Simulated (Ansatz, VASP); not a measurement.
# NaF in VASP and in Ansatz

```xyz
2
Lattice="0.0000 2.2972 2.2972 2.2972 0.0000 2.2972 2.2972 2.2972 0.0000" Properties=species:S:1:pos:R:3 pbc="T T T"
Na    0.0000    0.0000    0.0000
F     2.2972    2.2972    2.2972
```

Alike in both runs: task single point; functional r2SCAN; k mesh 8 × 8 × 8; no spin polarisation.

|  | VASP | Ansatz |
| --- | --- | --- |
| version | VASP 6.6.1 | Ansatz 0.2.0 |
| potentials or method | VASP PAW PBE potentials, release 64 (Na_pv, F) | plane waves, PAW |
| plane-wave cutoff (eV) | 520 | 500 |
| occupations | gaussian, width 0.01 eV | fixed |
| valence electrons in the cell | 14 | 16 |

|  | VASP | Ansatz | Ansatz less VASP |
| --- | --- | --- | --- |
| gap on the k mesh at the Fermi level (eV) | 7.32 | 7.28 | -0.041 |

VASP's potentials were made for PBE, not for r2SCAN. VASP's potentials hold 14 valence electrons a cell and Ansatz's 16, so a difference there can come from the potentials and not from the codes.
